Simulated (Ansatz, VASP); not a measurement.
## One calculation of I, two programs

Contents of POSCAR:

```
I
1.0
    0.0000000000      2.4119965442      3.9865231326
    2.2352415877      0.0000000000      3.9865231326
    2.2352415877      2.4119965442      0.0000000000
I
1
Direct
    0.0000000000      0.0000000000      0.0000000000
```

The input INCAR.step1:

```
PREC     = Accurate       # precision mode
ENCUT    = 520            # plane-wave cutoff, eV
EDIFF    = 1E-5           # SCF threshold, eV
ISMEAR   = -1             # smearing method
SIGMA    = 0.05           # smearing width, eV
LREAL    = F              # projectors in reciprocal space
LASPH    = T              # aspherical terms in the spheres
NELM     = 100            # most SCF steps
ALGO     = Normal         # electronic algorithm
ISIF     = 2              # what is computed and relaxed
LWAVE    = T              # write WAVECAR
LCHARG   = F              # write CHGCAR
NBANDS   = 10             # bands
GGA      = PE             # functional
```

File INCAR.step2:

```
PREC     = Accurate       # precision mode
ENCUT    = 520            # plane-wave cutoff, eV
EDIFF    = 1E-7           # SCF threshold, eV
ISMEAR   = -1             # smearing method
SIGMA    = 0.05           # smearing width, eV
LREAL    = F              # projectors in reciprocal space
LASPH    = T              # aspherical terms in the spheres
NELM     = 100            # most SCF steps
ALGO     = Normal         # electronic algorithm
ISIF     = 2              # what is computed and relaxed
LWAVE    = F              # write WAVECAR
LCHARG   = F              # write CHGCAR
METAGGA  = R2SCAN         # meta-GGA
LHFCALC  = T              # exact exchange
AEXX     = 0.5            # exact-exchange fraction
LMIXTAU  = T            
PRECFOCK = Normal       
NBANDS   = 10             # bands
ISTART   = 1
```

The input KPOINTS:

```
regular mesh
0
Gamma
  5 5 5
```

File input.yaml:

```yaml
crystal:
  lattice:
    - [0.0, 2.4119965442, 3.9865231326]
    - [2.2352415877, 0.0, 3.9865231326]
    - [2.2352415877, 2.4119965442, 0.0]
  atoms:
    - { symbol: I, position: [0.0, 0.0, 0.0] }
hamiltonian:
  xc: r2scan50
  pseudopotentials: { kind: paw }
kpoints:
  mp_grid: { grid: [5, 5, 5] }
scf:
  occupations: { method: fermi_dirac, width: 0.05 }
output:
  forces: true
  stress: true
  eigenvalues: true
```

Alike in both runs: task single point; functional r2SCAN50; k mesh 5 × 5 × 5; occupations fermi-dirac, width 0.05 eV; no spin polarisation.

```csv
,VASP,Ansatz
version,VASP 6.6.1,Ansatz 0.2.0
potentials or method,"VASP PAW PBE potentials, release 64 (I)",Ansatz PAW
plane-wave cutoff (eV),520,500
valence electrons in the cell,7,17
```

VASP gave:

* gap on the k mesh at the Fermi level (eV): none
* pressure (GPa): -3.9
* traceless stress, the component that is largest in VASP (GPa): 3.49

Q: Estimate Ansatz's values.

A: gap on the k mesh at the Fermi level (eV): none; pressure (GPa): -3.6; traceless stress, the component that is largest in VASP (GPa): 3.28.

VASP's potentials were made for PBE, not for r2SCAN50. A gap of «none» marks a metal or a gap that the smearing closes. VASP's potentials hold 7 valence electrons a cell and Ansatz's 17, so a difference there can come from the potentials and not from the codes.

The k mesh is coarse, so the values compare programs but aren't converged. Spin-orbit coupling is off throughout.
